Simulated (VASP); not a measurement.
Ge:

```xyz
2
Lattice="-2.5745 2.5745 1.3974 2.5745 -2.5745 1.3974 2.5745 2.5745 -1.3974" Properties=species:S:1:pos:R:3 pbc="T T T"
Ge    0.0000    0.0000    1.3974
Ge    2.5745    0.0000    0.6987
```

| Item | Value |
| --- | --- |
| Program | VASP 6.6.1 |
| Task | relaxation of cell and atoms |
| Functional | PBE |
| Potentials or basis | VASP PAW PBE potentials, release 64 (Ge_d) |
| Cutoff | 600 eV |
| k mesh | 11 × 11 × 11 |
| Occupations | fermi-dirac, width 0.05 eV |
| Spin | no spin polarisation |

At the start: pressure 3.1 GPa; volume 18.52 Å³/atom.

Where does the relaxation end?

Over 8 steps the energy falls by 8.1 meV/atom and the volume is 19.33 Å³/atom (+4.4 %); space group I4_1/amd (No. 141, to 0.1 Å) before and after.

The path:
| step | energy change (eV) | largest force (eV/Å) | pressure (GPa) | volume (Å³) |
| --- | --- | --- | --- | --- |
| 1 | 0.0000 | 0.0000 | 3.11 | 37.05 |
| 2 | -0.0156 | 0.0000 | -0.26 | 39.01 |
| 3 | -0.0161 | 0.0000 | -0.22 | 38.81 |
| 4 | -0.0161 | 0.0000 | 0.12 | 38.69 |
| 5 | -0.0161 | 0.0000 | -0.12 | 38.73 |
| 6 | -0.0162 | 0.0000 | 0.38 | 38.65 |
| 7 | -0.0162 | 0.0000 | -0.07 | 38.67 |
| 8 | -0.0162 | 0.0000 | 0.04 | 38.67 |

Final structure:
```cif
data_structure
_symmetry_space_group_name_H-M 'P 1'
_symmetry_Int_Tables_number 1
_cell_length_a 3.9575
_cell_length_b 3.9575
_cell_length_c 3.9575
_cell_angle_alpha 97.351
_cell_angle_beta 97.351
_cell_angle_gamma 138.084
_cell_volume 38.67
loop_
_atom_site_label
_atom_site_type_symbol
_atom_site_fract_x
_atom_site_fract_y
_atom_site_fract_z
_atom_site_occupancy
Ge1 Ge 0.50000 0.50000 0.00000 1
Ge2 Ge 0.25000 0.75000 0.50000 1
```
